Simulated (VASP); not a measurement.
# MgO (wurtzite type) (P6_3mc) in VASP: relaxation of cell and atoms with PBE

Aim: the relaxation of cell and atoms of MgO (wurtzite type) with PBE.

Everything below comes from runs of VASP 6.6.1. Logs are shortened: lines on timing, memory, paths and dates and some standing lists are left out, and cuts for length are marked.

**1. The cell of the first run**

It takes space group P6_3mc (No. 186, hexagonal). The conventional cell has a = 3.096 Å, b = 3.096 Å, c = 5.047 Å, α = 90.00°, β = 90.00°, γ = 120.00°. Within 2.5 Å of Mg (site symmetry 3m) lie 4 O at 1.89 to 1.90 Å. Within 2.5 Å of O (site symmetry 3m) lie 4 Mg at 1.89 to 1.90 Å.

**2. Relaxation of cell and atoms, PBE, target pressure 13 GPa, at which the enthalpy is minimised**

Input file INCAR:

```
SYSTEM = MgO
PREC = Accurate
ENCUT = 600
EDIFF = 1E-7
ISMEAR = -1
SIGMA = 0.05
LREAL = .FALSE.
LASPH = .TRUE.
NELM = 60
ALGO = Normal
ISIF = 3
LWAVE = .FALSE.
LCHARG = .FALSE.
GGA = PE
IBRION = 2
NSW = 60
EDIFFG = -0.005
PSTRESS = 130.0
```

Input file KPOINTS:

```
Automatic mesh
0
G
  12 12 6
  0 0 0
```

Input file POSCAR:

```
MgO
1.0
    3.0963675417      0.0000000000      0.0000000000
   -1.5481837708      2.6815329506      0.0000000000
    0.0000000000      0.0000000000      5.0470790930
Mg O
2 2
Direct
    0.3333333333      0.6666666667      0.0000000000
    0.6666666667      0.3333333333      0.5000000000
    0.3333333333      0.6666666667      0.3760000000
    0.6666666667      0.3333333333      0.8760000000
```

Potentials or basis: VASP PAW PBE potentials, release 64 (Mg, O).

On the command line:

```console
$ cat potpaw_PBE.64/Mg/POTCAR potpaw_PBE.64/O/POTCAR > POTCAR
$ mpirun -np 1 vasp_std > vasp.out
```

OUTCAR:

```text
SYSTEM = MgO
   PREC = Accurate
   ENCUT = 600
   EDIFF = 1E-7
   ISMEAR = -1
   LREAL = .FALSE.
   LASPH = .TRUE.
   NELM = 60
   ISIF = 3
   GGA = PE
   IBRION = 2
   NSW = 60
   EDIFFG = -0.005
   PSTRESS = 130.0

 ion  position               nearest neighbor table
   1  0.333  0.667  0.000-   4 1.89   4 1.89   4 1.89   3 1.90   2 3.09   2 3.09   2 3.09   2 3.09
                             2 3.09   2 3.09
   2  0.667  0.333  0.500-   3 1.89   3 1.89   3 1.89   4 1.90   1 3.09   1 3.09   1 3.09   1 3.09
                             1 3.09   1 3.09
   3  0.333  0.667  0.376-   2 1.89   2 1.89   2 1.89   1 1.90
   4  0.667  0.333  0.876-   1 1.89   1 1.89   1 1.89   2 1.90

  LATTYP: Found a hexagonal cell.
 ALAT       =     3.0963675417
 C/A-ratio  =     1.6300000000

  Lattice vectors:

 A1 = (   3.0963675417,   0.0000000000,   0.0000000000)
 A2 = (  -1.5481837708,   2.6815329506,   0.0000000000)
 A3 = (   0.0000000000,   0.0000000000,   5.0470790930)

Analysis of symmetry for initial positions (statically):
=====================================================================
 Subroutine PRICEL returns:
 Original cell was already a primitive cell.

 Routine SETGRP: Setting up the symmetry group for a
 hexagonal supercell.

 Subroutine GETGRP returns: Found 12 space group operations
 (whereof  6 operations were pure point group operations)
 out of a pool of 24 trial point group operations.

The static configuration has the point symmetry C_3v.
 The point group associated with its full space group is C_6v.

Analysis of symmetry for dynamics (positions and initial velocities):
=====================================================================
 Subroutine PRICEL returns:
 Original cell was already a primitive cell.

 Routine SETGRP: Setting up the symmetry group for a
 hexagonal supercell.

 Subroutine GETGRP returns: Found 12 space group operations
 (whereof  6 operations were pure point group operations)
 out of a pool of 24 trial point group operations.

The dynamic configuration has the point symmetry C_3v.
 The point group associated with its full space group is C_6v.

 Subroutine INISYM returns: Found 12 space group operations
 (whereof  6 operations are pure point group operations),
 and found     1 'primitive' translations

----------------------------------------------------------------------------------------

                                     Primitive cell

  volume of cell :      41.9060

  direct lattice vectors                    reciprocal lattice vectors
     3.096367542  0.000000000  0.000000000     0.322959076  0.186460509  0.000000000
    -1.548183771  2.681532951  0.000000000     0.000000000  0.372921019  0.000000000
     0.000000000  0.000000000  5.047079093     0.000000000  0.000000000  0.198134402
[... 117 lines left out ...]
   LEPSILON=     F    determine dielectric tensor
   LRPA    =     F    only Hartree local field effects (RPA)
 conjugate gradient relaxation of ions
 non-spin polarized calculation
  energy-cutoff  :      600.00
  volume of cell :       41.91
 maximum number of plane-waves:      1418
 NGX is ok and might be reduce to    28
   NGX = 13   NGY = 13   NGZ = 21

--------------------------------------- Ionic step        1  -------------------------------------------

 number of electron      16.0000002 magnetization

 Free energy of the ion-electron system (eV)
  ---------------------------------------------------
  ext. energy  EPLUGINS =         0.00000000
  ---------------------------------------------------
  free energy    TOTEN  =       -23.05410140 eV

  energy without entropy =      -23.05410140  energy(sigma->0) =      -23.05410140

------------------------ aborting loop because EDIFF is reached ----------------------------------------

  FORCE on cell =-STRESS in cart. coord.  units (eV):
  Direction    XX          YY          ZZ          XY          YZ          ZX
  --------------------------------------------------------------------------------------
  -------------------------------------------------------------------------------------
  Total        6.7025940      6.7025940      5.3952885      0.0000000     -0.0000000      0.0000000
  in kB      256.2581815    256.2581815    206.2763790      0.0000000     -0.0000000      0.0000000
  external PRESSURE =     109.5975807 kB  Pullay stress =     130.0000000 kB
[... 103 lines left out ...]
  energy  without entropy=      -23.3600271734  energy(sigma->0) =      -23.36002717

  enthalpy is  TOTEN    =       -19.7449321189 eV   P V=        3.6150950546

 E-fermi :   2.2791     XC(G=0):  -9.9965

 val. band max:        1.2211661632   @ k =   0.0000   0.0000   0.0000
 cond. band min:       5.2716735897   @ k =   0.0000   0.0000   0.0000
 fundamental gap:      4.0505074265
 Fermi energy:         2.2791233125

 k-point     1 :       0.0000    0.0000    0.0000
  band No.  band energies     occupation
      1     -14.9849      2.00000
      2     -14.1760      2.00000
      3      -2.0897      2.00000
      4       0.8557      2.00000
      5       0.8557      2.00000
      6       1.1008      2.00000
      7       1.1008      2.00000
      8       1.2212      2.00000
      9       5.2717      0.00000
     10      10.3621      0.00000
     11      11.8803      0.00000
     12      16.5049      0.00000
[... 333 lines left out ...]
      1     -14.4365      2.00000
      2     -14.0324      2.00000
      3      -1.4382      2.00000
      4      -0.9987      2.00000
      5      -0.3812      2.00000
      6       0.4471      2.00000
      7       0.8938      2.00000
      8       0.9521      2.00000
      9       8.4211      0.00000
     10       9.9743      0.00000
     11      11.8664      0.00000
     12      13.3674      0.00000

 [... further k-points ...]

[... ionic steps 4 to 29 ...]

--------------------------------------- Ionic step       30  -------------------------------------------

 number of electron      16.0000003 magnetization

------------------------ aborting loop because EDIFF is reached ----------------------------------------
[... 75 lines left out ...]
--------------------------------------- Ionic step       32  -------------------------------------------

 number of electron      16.0000003 magnetization

 Free energy of the ion-electron system (eV)
  ---------------------------------------------------
  ext. energy  EPLUGINS =         0.00000000
  ---------------------------------------------------
  free energy    TOTEN  =       -23.53506350 eV

  energy without entropy =      -23.53506350  energy(sigma->0) =      -23.53506350

 E-fermi :   3.3689     XC(G=0): -10.3314

 val. band max:        2.4053794176   @ k =   0.0000   0.0000   0.0000
 cond. band min:       6.1343229862   @ k =   0.0000   0.0000   0.0000
 fundamental gap:      3.7289435686
 Fermi energy:         3.3688988400

 k-point     1 :       0.0000    0.0000    0.0000
  band No.  band energies     occupation
      1     -14.8033      2.00000
      2     -13.2637      2.00000
      3      -1.4728      2.00000
      4       0.5578      2.00000
      5       0.5578      2.00000
      6       1.5070      2.00000
      7       1.5070      2.00000
      8       2.4054      2.00000
      9       6.1343      0.00000
     10      12.3376      0.00000
     11      15.0557      0.00000
     12      15.3888      0.00000
[... 380 lines left out ...]
  energy  without entropy=      -23.5350635040  energy(sigma->0) =      -23.53506350

  enthalpy is  TOTEN    =       -20.1639111387 eV   P V=        3.3711523653

 reached required accuracy - stopping structural energy minimisation
```

OSZICAR:

```text
N       E                     dE             d eps       ncg     rms          rms(c)
DAV:   1     0.815670660964E+02    0.81567E+02   -0.86717E+03  1824   0.134E+03
DAV:   2    -0.222367169152E+02   -0.10380E+03   -0.95151E+02  2484   0.258E+02
DAV:   3    -0.275343812393E+02   -0.52977E+01   -0.52698E+01  2244   0.627E+01
[... 284 lines left out ...]
DAV:   6    -0.235349660249E+02    0.62667E-07   -0.26147E-07  2132   0.483E-03
  31 F= -.20163912E+02 E0= -.20163912E+02  d E =-.139951E-02
       N       E                     dE             d eps       ncg     rms          rms(c)
DAV:   1    -0.235350632581E+02   -0.97170E-04   -0.25195E-04  1832   0.158E-01    0.310E-03
DAV:   2    -0.235350635449E+02   -0.28682E-06   -0.54561E-06  2308   0.236E-02    0.188E-03
DAV:   3    -0.235350635040E+02    0.40871E-07   -0.41144E-08  1256   0.262E-03
  32 F= -.20163911E+02 E0= -.20163911E+02  d E =-.139912E-02
```

Run time: 30 min. Hardware: 1 thread of AMD EPYC 7R13, shared host; peak memory 0.19 GiB.

Results:

| Property | Result |
| --- | --- |
| Free energy | -23.5351 eV |
| Relaxed volume | 10.39 Å³/atom |
| Relaxed cell | a = 3.412 Å, b = 3.412 Å, c = 4.120 Å, α = 90.00°, β = 90.00°, γ = 120.00° |
| Space group after relaxing (to 0.05 Å) | P6_3/mmc (No. 194) |
| Energy change on relaxing (the enthalpy is what falls) | -120.2 meV/atom |
| Ionic steps | 32 |
| Pressure after relaxing | 13.0 GPa |
| Band gap on the k mesh | 3.73 eV, direct |

Forces on the atoms (eV/Å):
```
Mg   0.000  0.000  0.003
Mg   0.000  0.000  0.003
O    0.000  0.000 -0.003
O    0.000  0.000 -0.003
```

The path:
| step | energy change (eV) | largest force (eV/Å) | pressure (GPa) | volume (Å³) |
| --- | --- | --- | --- | --- |
| 1 | 0.0000 | 0.1397 | 23.96 | 41.91 |
| 2 | -0.4177 | 0.1720 | 6.28 | 46.40 |
| 3 | -0.3059 | 0.1684 | 12.53 | 44.55 |
| 4 | -0.3126 | 0.1374 | 12.57 | 44.52 |
| 5 | -0.3233 | 0.0846 | 12.60 | 44.40 |
| 6 | -0.3249 | 0.1363 | 12.19 | 44.08 |
| 7 | -0.3830 | 0.6426 | 10.49 | 43.14 |
| 8 | 1.4688 | 4.7088 | 43.01 | 39.94 |
| 9 | -0.2407 | 1.3689 | 12.91 | 43.01 |
| 10 | -0.2530 | 1.4113 | 15.80 | 41.68 |
| 11 | -0.2006 | 1.1851 | 17.58 | 41.41 |
| 12 | -0.2381 | 1.3497 | 16.37 | 41.59 |
| 13 | -0.2389 | 1.3280 | 16.38 | 41.58 |
| 14 | -0.2407 | 1.2627 | 16.40 | 41.58 |
| 15 | -0.2409 | 1.1222 | 16.51 | 41.57 |
| 16 | -0.2445 | 1.1124 | 16.44 | 41.58 |
| 17 | -0.2553 | 1.0838 | 16.23 | 41.60 |
| 18 | -0.2762 | 1.0281 | 15.81 | 41.63 |
| 19 | -0.3149 | 0.9231 | 15.04 | 41.71 |
| 20 | -0.3817 | 0.7348 | 13.65 | 41.86 |
| 21 | -0.4772 | 0.4396 | 11.34 | 42.15 |
| 22 | -0.5529 | 0.0972 | 8.45 | 42.69 |
| 23 | -0.5465 | 0.1509 | 8.93 | 42.57 |
| 24 | -0.5446 | 0.1631 | 9.05 | 42.54 |
| 25 | -0.5316 | 0.1468 | 9.95 | 42.31 |
| 26 | -0.4874 | 0.0998 | 12.60 | 41.65 |
| 27 | -0.4746 | 0.0877 | 13.29 | 41.49 |
| 28 | -0.4759 | 0.0724 | 13.23 | 41.50 |
| 29 | -0.4792 | 0.0263 | 13.08 | 41.53 |
| 30 | -0.4837 | 0.0686 | 12.82 | 41.59 |
| 31 | -0.4809 | 0.0015 | 13.04 | 41.55 |
| 32 | -0.4810 | 0.0029 | 13.01 | 41.55 |

Final structure:
```cif
data_structure
_symmetry_space_group_name_H-M 'P 1'
_symmetry_Int_Tables_number 1
_cell_length_a 3.4124
_cell_length_b 3.4124
_cell_length_c 4.1199
_cell_angle_alpha 90.000
_cell_angle_beta 90.000
_cell_angle_gamma 120.000
_cell_volume 41.55
loop_
_atom_site_label
_atom_site_type_symbol
_atom_site_fract_x
_atom_site_fract_y
_atom_site_fract_z
_atom_site_occupancy
Mg1 Mg 0.33333 0.66667 0.93794 1
Mg2 Mg 0.66667 0.33333 0.43794 1
O1 O 0.33333 0.66667 0.43806 1
O2 O 0.66667 0.33333 0.93806 1
```

Levels at points of the mesh, in eV from the valence-band top:
```csv
k point,band 5,band 6,band 7,band 8,band 9,band 10,band 11,band 12
"(0.00, 0.00, 0.00)",-1.85,-0.90,-0.90,0.00,3.73,9.93,12.65,12.98
"(0.50, 0.00, 0.00)",-2.48,-2.09,-1.39,-0.58,7.18,9.67,9.98,12.80
"(0.00, 0.00, 0.50)",-1.40,-1.40,-1.40,-1.40,6.77,6.77,13.34,13.34
"(0.50, 0.00, 0.50)",-1.64,-1.64,-0.91,-0.91,7.53,7.53,12.62,12.62
```

Caveat: the cell is relaxed towards a set pressure, so the enthalpy falls and the energy may rise.
